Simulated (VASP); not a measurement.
# MgS (P6_3mc) in VASP: a series of runs

MgS is run at these levels: LDA; tasks: single point.

Everything below comes from runs of VASP 6.6.1. Logs are shortened: lines on timing, memory, paths and dates and some standing lists are left out, and cuts for length are marked.

**1. The cell of the first run**

It takes space group P6_3mc (No. 186, hexagonal). Conventional cell: a = 4.105 Å, b = 4.105 Å, c = 6.545 Å, α = 90.00°, β = 90.00°, γ = 120.00°. Mg (site symmetry 3m) has 4 S at 2.49 to 2.51 Å within 3.3 Å. S (site symmetry 3m) has 4 Mg at 2.49 to 2.51 Å within 3.3 Å.

**2. Single point, LDA**

Contents of INCAR:

```
SYSTEM = MgS
PREC = Accurate ; ENCUT = 520
EDIFF = 1E-6 ; ISMEAR = 0
SIGMA = 0.01 ; LREAL = .False.
LASPH = .True. ; NELM = 80
ALGO = Normal ; ISIF = 2
LWAVE = .False. ; LCHARG = .False.
GGA = CA ; NBANDS = 16
```

Contents of KPOINTS:

```
Automatic mesh
0
Gamma
  6 6 4
  0 0 0
```

Contents of POSCAR:

```
MgS
1.0
    4.1051099626      0.0000000000      0.0000000000
   -2.0525549813      3.5551293637      0.0000000000
    0.0000000000      0.0000000000      6.5446711443
Mg S
2 2
Direct
    0.6666666667      0.3333333333      0.4957550000
    0.3333333333      0.6666666667      0.9957550000
    0.3333333333      0.6666666667      0.3792440000
    0.6666666667      0.3333333333      0.8792440000
```

Potentials or basis: VASP PAW LDA potentials, release 64 (Mg, S).

On the command line:

```
$ cat potpaw_LDA.64/Mg/POTCAR potpaw_LDA.64/S/POTCAR > POTCAR
$ mpirun -np 1 vasp_std > vasp.out
```

OUTCAR:

```text
SYSTEM = MgS
   PREC = Accurate
   ENCUT = 520
   EDIFF = 1E-6
   ISMEAR = 0
   LREAL = .False.
   LASPH = .True.
   NELM = 80
   ISIF = 2
   GGA = CA

 ion  position               nearest neighbor table
   1  0.667  0.333  0.496-   3 2.49   3 2.49   3 2.49   4 2.51
   2  0.333  0.667  0.996-   4 2.49   4 2.49   4 2.49   3 2.51
   3  0.333  0.667  0.379-   1 2.49   1 2.49   1 2.49   2 2.51
   4  0.667  0.333  0.879-   2 2.49   2 2.49   2 2.49   1 2.51

  LATTYP: Found a hexagonal cell.
 ALAT       =     4.1051099626
 C/A-ratio  =     1.5942742591

  Lattice vectors:

 A1 = (   4.1051099626,   0.0000000000,   0.0000000000)
 A2 = (  -2.0525549813,   3.5551293637,   0.0000000000)
 A3 = (   0.0000000000,   0.0000000000,   6.5446711443)

Analysis of symmetry for initial positions (statically):
=====================================================================
 Subroutine PRICEL returns:
 Original cell was already a primitive cell.

 Routine SETGRP: Setting up the symmetry group for a
 hexagonal supercell.

 Subroutine GETGRP returns: Found 12 space group operations
 (whereof  6 operations were pure point group operations)
 out of a pool of 24 trial point group operations.

The static configuration has the point symmetry C_3v.
 The point group associated with its full space group is C_6v.

Analysis of symmetry for dynamics (positions and initial velocities):
=====================================================================
 Subroutine PRICEL returns:
 Original cell was already a primitive cell.

 Routine SETGRP: Setting up the symmetry group for a
 hexagonal supercell.

 Subroutine GETGRP returns: Found 12 space group operations
 (whereof  6 operations were pure point group operations)
 out of a pool of 24 trial point group operations.

The dynamic configuration has the point symmetry C_3v.
 The point group associated with its full space group is C_6v.

 Subroutine INISYM returns: Found 12 space group operations
 (whereof  6 operations are pure point group operations),
 and found     1 'primitive' translations

----------------------------------------------------------------------------------------

                                     Primitive cell

  volume of cell :      95.5142

  direct lattice vectors                    reciprocal lattice vectors
     4.105109963  0.000000000  0.000000000     0.243598834  0.140641858  0.000000000
    -2.052554981  3.555129364  0.000000000     0.000000000  0.281283716  0.000000000
     0.000000000  0.000000000  6.544671144     0.000000000  0.000000000  0.152796065
[... 88 lines left out ...]
   IBRION =     -1    ionic relax: 0-MD 1-quasi-New 2-CG
   NFREE  =      0    steps in history (QN), initial steepest desc. (CG)
   ISIF   =      2    stress and relaxation
   ISYM   =      2    0-nonsym 1-usesym 2-fastsym
   POTIM  = 0.5000    time-step for ionic-motion
   TEBEG  =    0.0;   TEEND  =   0.0 temperature during run
   PSTRESS=    0.0 pullay stress
   NELECT =      16.0000    total number of electrons
   NUPDOWN=      -1.0000    fix difference up-down
   EMIN   =  10.00;   EMAX   =-10.00  energy-range for DOS
   EFERMI =   0.00;   METHOD = LEGACY
   ISMEAR =     0;   SIGMA  =   0.01  broadening in eV -4-tet -1-fermi 0-gaus
   EFERMI_NEDOS =   21; number of points for ismear=-14 and -15
   IALGO  =     38    algorithm
   IMIX   =      4    mixing-type and parameters
     AMIX     =   0.40;   BMIX     =  1.00
     AMIX_MAG =   1.60;   BMIX_MAG =  1.00
  volume/ion in A,a.u.               =      23.88       161.14
  Fermi-wavevector in a.u.,A,eV,Ry     =   0.902455  1.705392 11.080921  0.814425
  Thomas-Fermi vector in A             =   2.025660
   LORBIT       =      0    0 simple, 1 ext, 2 COOP (PROOUT), +10 PAW based schemes
   GGA     = CA    functional components
   LHFCALC =     F    Hartree Fock is set to
   AEXX    =    0.0000 exact exchange contribution
   IVDW    =     0    specifies the selected vdW correction
   LEPSILON=     F    determine dielectric tensor
   LRPA    =     F    only Hartree local field effects (RPA)
 non-spin polarized calculation
 Gauss-broadening in eV      SIGMA  =   0.01
  energy-cutoff  :      520.00
  volume of cell :       95.51
 maximum number of plane-waves:      2616
 NGX is ok and might be reduce to    32
   NGX = 15   NGY = 15   NGZ = 25

 number of electron      16.0000001 magnetization

 Free energy of the ion-electron system (eV)
  ---------------------------------------------------
  ext. energy  EPLUGINS =         0.00000000
  ---------------------------------------------------
  free energy    TOTEN  =       -18.68471047 eV

  energy without entropy =      -18.68471047  energy(sigma->0) =      -18.68471047

 E-fermi :   0.7600     XC(G=0):  -8.5619

 val. band max:        0.7045421283   @ k =   0.0000   0.0000   0.0000
 cond. band min:       3.6141534991   @ k =   0.0000   0.0000   0.0000
 fundamental gap:      2.9096113708
 Fermi energy:         0.7600210426

 k-point     1 :       0.0000    0.0000    0.0000
  band No.  band energies     occupation
      1     -10.5031      2.00000
      2      -9.8337      2.00000
      3      -2.4158      2.00000
      4       0.1451      2.00000
      5       0.1451      2.00000
      6       0.5504      2.00000
[... 376 lines left out ...]
      3      -2.0348      2.00000
      4      -2.0348      2.00000
      5      -1.2166      2.00000
      6      -1.2166      2.00000
[... 8 lines left out ...]
     15       9.7413      0.00000
     16       9.7413      0.00000

------------------------ aborting loop because EDIFF is reached ----------------------------------------

  FORCE on cell =-STRESS in cart. coord.  units (eV):
  Direction    XX          YY          ZZ          XY          YZ          ZX
  --------------------------------------------------------------------------------------
  -------------------------------------------------------------------------------------
  Total       -2.8911636     -2.8911634     -2.8925341      0.0000000      0.0000000      0.0000000
  in kB      -48.4970385    -48.4970345    -48.5200276      0.0000000      0.0000000      0.0000000
  external PRESSURE =     -48.5047002 kB  Pullay stress =       0.0000000 kB

 VOLUME and BASIS-vectors are now :
 -----------------------------------------------------------------------------
  energy-cutoff  :      520.00
  volume of cell :       95.51
      direct lattice vectors                 reciprocal lattice vectors
     4.105109963  0.000000000  0.000000000     0.243598834  0.140641858  0.000000000
    -2.052554981  3.555129364  0.000000000     0.000000000  0.281283716  0.000000000
     0.000000000  0.000000000  6.544671144     0.000000000  0.000000000  0.152796065

 POSITION                                       TOTAL-FORCE (eV/Angst)
 -----------------------------------------------------------------------------------
      2.05255      1.18504      3.24455         0.000000      0.000000      0.057196
     -0.00000      2.37009      6.51689         0.000000     -0.000000      0.057196
     -0.00000      2.37009      2.48203        -0.000000     -0.000000     -0.057196
      2.05255      1.18504      5.75436         0.000000      0.000000     -0.057196
 -----------------------------------------------------------------------------------
    total drift:                               -0.000000      0.000000      0.000092

  FREE ENERGIE OF THE ION-ELECTRON SYSTEM (eV)
  ---------------------------------------------------
  free  energy   TOTEN  =       -18.6847104674 eV

  energy  without entropy=      -18.6847104674  energy(sigma->0) =      -18.68471047
```

OSZICAR:

```text
N       E                     dE             d eps       ncg     rms          rms(c)
DAV:   1     0.589753110724E+02    0.58975E+02   -0.58927E+03   672   0.805E+02
DAV:   2    -0.137564827378E+02   -0.72732E+02   -0.65362E+02   976   0.132E+02
DAV:   3    -0.197329959982E+02   -0.59765E+01   -0.59520E+01   872   0.424E+01
DAV:   4    -0.198064772915E+02   -0.73481E-01   -0.73473E-01   840   0.569E+00
DAV:   5    -0.198078896398E+02   -0.14123E-02   -0.14123E-02   864   0.811E-01    0.554E+00
DAV:   6    -0.187884978219E+02    0.10194E+01   -0.15524E+00   720   0.566E+00    0.407E+00
DAV:   7    -0.186944959524E+02    0.94002E-01   -0.29009E-01   832   0.248E+00    0.292E+00
DAV:   8    -0.186883011370E+02    0.61948E-02   -0.36598E-02   744   0.109E+00    0.187E+00
DAV:   9    -0.186846730537E+02    0.36281E-02   -0.61007E-03   816   0.439E-01    0.471E-01
DAV:  10    -0.186847109144E+02   -0.37861E-04   -0.29594E-04   888   0.833E-02    0.217E-01
DAV:  11    -0.186847103075E+02    0.60687E-06   -0.12695E-04   824   0.538E-02    0.512E-02
DAV:  12    -0.186847104674E+02   -0.15991E-06   -0.42605E-06   824   0.110E-02
   1 F= -.18684710E+02 E0= -.18684710E+02  d E =-.168217E-17
```

Run time: 11 s. Hardware: 1 thread of Intel Xeon 6975P-C (Granite Rapids), shared host; peak memory 0.18 GiB.

Results:

```yaml
Free_energy: -18.6847 eV
Pressure: -4.9 GPa
Largest_force: 0.057 eV/Å
Band_gap_on_the_k_mesh: 2.91 eV, direct
```

Forces on the atoms (eV/Å):
```
Mg   0.000  0.000  0.057
Mg   0.000  0.000  0.057
S    0.000  0.000 -0.057
S    0.000  0.000 -0.057
```

Levels at points of the mesh, in eV from the valence-band top:
| k point | band 5 | band 6 | band 7 | band 8 | band 9 | band 10 | band 11 | band 12 |
| --- | --- | --- | --- | --- | --- | --- | --- | --- |
| (0.00, 0.00, 0.00) | -0.56 | -0.15 | -0.15 | 0.00 | 2.91 | 4.26 | 7.18 | 7.18 |
| (0.50, 0.00, 0.00) | -1.82 | -1.20 | -0.90 | -0.46 | 4.46 | 4.93 | 5.41 | 7.25 |
| (0.00, 0.00, 0.50) | -0.36 | -0.36 | -0.36 | -0.36 | 4.42 | 4.42 | 7.19 | 7.19 |
| (0.50, 0.00, 0.50) | -0.87 | -0.87 | -0.78 | -0.78 | 4.35 | 4.35 | 5.99 | 5.99 |

As with any semilocal functional, this LDA gap is likely too small.

**3. Single point, LDA**

This run uses another cell than the first one, of 24.48 Å³/atom, 1.025 times its volume.

Contents of INCAR:

```
  ALGO = Normal
  EDIFF = 1E-6
  ENCUT = 520
  GGA = CA
  ISIF = 2
  ISMEAR = 0
  LASPH = True
  LCHARG = True
  LELF = True
  LREAL = False
  LVHAR = True
  LWAVE = False
  NBANDS = 16
  NELM = 80
  PREC = Accurate
  SIGMA = 0.01
```

Contents of KPOINTS:

```
k-points
0
Gamma
  6 6 4
```

Contents of POSCAR:

```
MgS
1.0
    4.1394639444      0.0000000000      0.0000000000
   -2.0697319722      3.5848807834      0.0000000000
    0.0000000000      0.0000000000      6.5994408132
Mg S
2 2
Direct
    0.6666666667      0.3333333333      0.4957550000
    0.3333333333      0.6666666667      0.9957550000
    0.3333333333      0.6666666667      0.3792440000
    0.6666666667      0.3333333333      0.8792440000
```

Potentials or basis: VASP PAW LDA potentials, release 64 (Mg, S).

On the command line:

```
$ cat potpaw_LDA.64/Mg/POTCAR potpaw_LDA.64/S/POTCAR > POTCAR
$ mpirun -np 1 vasp_std > vasp.out
```

OUTCAR:

```text
EDIFF = 1E-6
   ENCUT = 520
   GGA = CA
   ISIF = 2
   ISMEAR = 0
   LASPH = True
   LREAL = False
   NELM = 80
   PREC = Accurate

 ion  position               nearest neighbor table
   1  0.667  0.333  0.496-   3 2.51   3 2.51   3 2.51   4 2.53
   2  0.333  0.667  0.996-   4 2.51   4 2.51   4 2.51   3 2.53
   3  0.333  0.667  0.379-   1 2.51   1 2.51   1 2.51   2 2.53
   4  0.667  0.333  0.879-   2 2.51   2 2.51   2 2.51   1 2.53

  LATTYP: Found a hexagonal cell.
 ALAT       =     4.1394639444
 C/A-ratio  =     1.5942742591

  Lattice vectors:

 A1 = (   4.1394639444,   0.0000000000,   0.0000000000)
 A2 = (  -2.0697319722,   3.5848807834,   0.0000000000)
 A3 = (   0.0000000000,   0.0000000000,   6.5994408132)

Analysis of symmetry for initial positions (statically):
=====================================================================
 Subroutine PRICEL returns:
 Original cell was already a primitive cell.

 Routine SETGRP: Setting up the symmetry group for a
 hexagonal supercell.

 Subroutine GETGRP returns: Found 12 space group operations
 (whereof  6 operations were pure point group operations)
 out of a pool of 24 trial point group operations.

The static configuration has the point symmetry C_3v.
 The point group associated with its full space group is C_6v.

Analysis of symmetry for dynamics (positions and initial velocities):
=====================================================================
 Subroutine PRICEL returns:
 Original cell was already a primitive cell.

 Routine SETGRP: Setting up the symmetry group for a
 hexagonal supercell.

 Subroutine GETGRP returns: Found 12 space group operations
 (whereof  6 operations were pure point group operations)
 out of a pool of 24 trial point group operations.

The dynamic configuration has the point symmetry C_3v.
 The point group associated with its full space group is C_6v.

 Subroutine INISYM returns: Found 12 space group operations
[... 117 lines left out ...]
     AMIX_MAG =   1.60;   BMIX_MAG =  1.00
  volume/ion in A,a.u.               =      24.48       165.22
  Fermi-wavevector in a.u.,A,eV,Ry     =   0.894965  1.691239 10.897760  0.800963
  Thomas-Fermi vector in A             =   2.017237
   LORBIT       =      0    0 simple, 1 ext, 2 COOP (PROOUT), +10 PAW based schemes
   GGA     = CA    functional components
   LHFCALC =     F    Hartree Fock is set to
   AEXX    =    0.0000 exact exchange contribution
   IVDW    =     0    specifies the selected vdW correction
   LEPSILON=     F    determine dielectric tensor
   LRPA    =     F    only Hartree local field effects (RPA)
 non-spin polarized calculation
 Gauss-broadening in eV      SIGMA  =   0.01
  energy-cutoff  :      520.00
  volume of cell :       97.93
 maximum number of plane-waves:      2671
 NGX is ok and might be reduce to    32
   NGX = 15   NGY = 15   NGZ = 25

 number of electron      16.0000002 magnetization

 Free energy of the ion-electron system (eV)
  ---------------------------------------------------
  ext. energy  EPLUGINS =         0.00000000
  ---------------------------------------------------
  free energy    TOTEN  =       -18.60449891 eV

  energy without entropy =      -18.60449891  energy(sigma->0) =      -18.60449891

 E-fermi :   0.6401     XC(G=0):  -8.4691

 val. band max:        0.5548646742   @ k =   0.0000   0.0000   0.0000
 cond. band min:       3.3480722424   @ k =   0.0000   0.0000   0.0000
 fundamental gap:      2.7932075682
 Fermi energy:         0.6400720417

 k-point     1 :       0.0000    0.0000    0.0000
  band No.  band energies     occupation
      1     -10.5738      2.00000
      2      -9.9411      2.00000
      3      -2.4813      2.00000
      4       0.0099      2.00000
      5       0.0099      2.00000
      6       0.4046      2.00000
[... 376 lines left out ...]
      3      -2.1211      2.00000
      4      -2.1211      2.00000
      5      -1.3032      2.00000
      6      -1.3032      2.00000
[... 8 lines left out ...]
     15       9.5487      0.00000
     16       9.5487      0.00000

------------------------ aborting loop because EDIFF is reached ----------------------------------------

  FORCE on cell =-STRESS in cart. coord.  units (eV):
  Direction    XX          YY          ZZ          XY          YZ          ZX
  --------------------------------------------------------------------------------------
  -------------------------------------------------------------------------------------
  Total       -3.5841936     -3.5841933     -3.5400052      0.0000000      0.0000000      0.0000000
  in kB      -58.6375852    -58.6375803    -57.9146617      0.0000000      0.0000000      0.0000000
  external PRESSURE =     -58.3966091 kB  Pullay stress =       0.0000000 kB

 VOLUME and BASIS-vectors are now :
 -----------------------------------------------------------------------------
  energy-cutoff  :      520.00
  volume of cell :       97.93
      direct lattice vectors                 reciprocal lattice vectors
     4.139463944  0.000000000  0.000000000     0.241577174  0.139474652  0.000000000
    -2.069731972  3.584880783  0.000000000     0.000000000  0.278949304  0.000000000
     0.000000000  0.000000000  6.599440813     0.000000000  0.000000000  0.151527990

 POSITION                                       TOTAL-FORCE (eV/Angst)
 -----------------------------------------------------------------------------------
      2.06973      1.19496      3.27171         0.000000      0.000000      0.058754
     -0.00000      2.38992      6.57143        -0.000000      0.000000      0.058754
     -0.00000      2.38992      2.50280         0.000000      0.000000     -0.058754
      2.06973      1.19496      5.80252        -0.000000     -0.000000     -0.058754
 -----------------------------------------------------------------------------------
    total drift:                               -0.000000      0.000000     -0.000048

  FREE ENERGIE OF THE ION-ELECTRON SYSTEM (eV)
  ---------------------------------------------------
  free  energy   TOTEN  =       -18.6044989103 eV

  energy  without entropy=      -18.6044989103  energy(sigma->0) =      -18.60449891
```

Wall time 13 s (1 thread of Intel Xeon 6975P-C (Granite Rapids), shared host); peak memory 0.19 GiB.

What came out:

```
Free energy            : -18.6045 eV
Pressure               : -5.8 GPa
Largest force          : 0.059 eV/Å
Band gap on the k mesh : 2.79 eV, direct
```

Forces in eV/Å, atoms in the order of the input:
```
Mg   0.000  0.000  0.059
Mg   0.000  0.000  0.059
S    0.000  0.000 -0.059
S    0.000  0.000 -0.059
```

As with any semilocal functional, this LDA gap is likely too small.
